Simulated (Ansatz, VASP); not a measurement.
## Two plane-wave programs on Os

File POSCAR:

```
Os
1.0
    4.3524561236      0.0000000000      0.0000000000
   -2.1762280618      3.7693375719      0.0000000000
    0.0000000000      0.0000000000      2.7400262689
Os
3
Direct
    1.0000000000      1.0000000000      1.0000000000
    0.3333333333      0.6666666667      0.5000000000
    0.6666666667      0.3333333333      0.5000000000
```

File INCAR.step1:

```
PREC = Accurate
ENCUT = 520
ISMEAR = -1
SIGMA = 0.1
LREAL = F
LASPH = T
NELM = 80
NBANDS = 19
GGA = PE
ALGO = Normal
EDIFF = 1E-4
LWAVE = T
LCHARG = F
```

File INCAR.step2:

```
PREC = Accurate
ENCUT = 520
EDIFF = 1E-6
ISMEAR = -1
SIGMA = 0.1
LREAL = F
LASPH = T
NELM = 80
ALGO = Normal
ISIF = 2
LWAVE = F
LCHARG = T
METAGGA = R2SCAN
LMIXTAU = T
LELF = T
LVHAR = T
NBANDS = 19
ISTART = 1
```

The input KPOINTS:

```
regular mesh
0
Gamma
  10 10 13
```

Input for Ansatz:

```yaml
crystal:
  lattice:
    - [4.3524561236, 0.0, 0.0]
    - [-2.1762280618, 3.7693375719, 0.0]
    - [0.0, 0.0, 2.7400262689]
  atoms:
    - { symbol: Os, position: [1.0, 1.0, 1.0] }
    - { symbol: Os, position: [0.3333333333, 0.6666666667, 0.5] }
    - { symbol: Os, position: [0.6666666667, 0.3333333333, 0.5] }
hamiltonian:
  xc: r2scan
  pseudopotentials:
    kind: paw
    azcp:
      Os: "pseudopotentials/Os.paw.azcp"
basis:
  ecutwfc: 500
  fft_grid_basis: typed
kpoints:
  mp_grid: { grid: [10, 10, 13], shift: [0, 0, 0] }
magnetization:
  spin_polarized: false
scf:
  occupations: { method: fermi_dirac, width: 0.1 }
  lower_state_search: "off"
output:
  stress: true
  write_density: true
  write_potential: true
  elf: true
  volumetric_format: npy
```

Alike in both runs: task single point; functional r2SCAN; k mesh 10 × 10 × 13; occupations fermi-dirac, width 0.1 eV; no spin polarisation.

|  | VASP | Ansatz |
| --- | --- | --- |
| version | VASP 6.6.1 | Ansatz 0.2.0 |
| potentials or method | VASP PAW PBE potentials, release 64 (Os), cutoff 520 eV | plane waves (500 eV) with PAW, scalar-relativistic |
| valence electrons in the cell | 24 | 48 |

```tsv
	VASP	Ansatz	Ansatz less VASP
pressure (GPa)	-13.9	-14.3	-0.41
traceless stress, the component that is largest in VASP (GPa)	1.92	1.88	-0.042
```

VASP's potentials were made for PBE, not for r2SCAN. VASP's potentials hold 24 valence electrons a cell and Ansatz's 48, so a difference there can come from the potentials and not from the codes.

Spin-orbit coupling is off throughout.
